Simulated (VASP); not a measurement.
Input of a VASP 6.6.1 run:

INCAR

```
PREC = Accurate ; ENCUT = 600
EDIFF = 1E-6 ; ISMEAR = -1
SIGMA = 0.05 ; LREAL = False
LASPH = True ; NELM = 80
ALGO = Normal ; ISIF = 4
LWAVE = False ; LCHARG = False
GGA = PE ; IBRION = 2
NSW = 50 ; EDIFFG = -0.005
```

Contents of KPOINTS:

```
regular mesh
0
Gamma
  17 17 16
```

POSCAR

```
Cu
1.0
    2.0021658943      0.0000000000      0.0000000000
   -1.0010829472      1.7339265271      0.0000000000
    0.0000000000      0.0000000000      1.9488610407
Cu
1
Direct
    0.0000000000      0.0000000000      0.0000000000
```

Potentials or basis: VASP PAW PBE potentials, release 64 (Cu).

Command:

```sh
$ cat potpaw_PBE.64/Cu/POTCAR > POTCAR
$ mpirun -np 1 vasp_std > vasp.out
```

(1) What does it give for the band gap on the k mesh?

Results:

(1) zero (an odd number of electrons rules out a gap without spin polarisation).
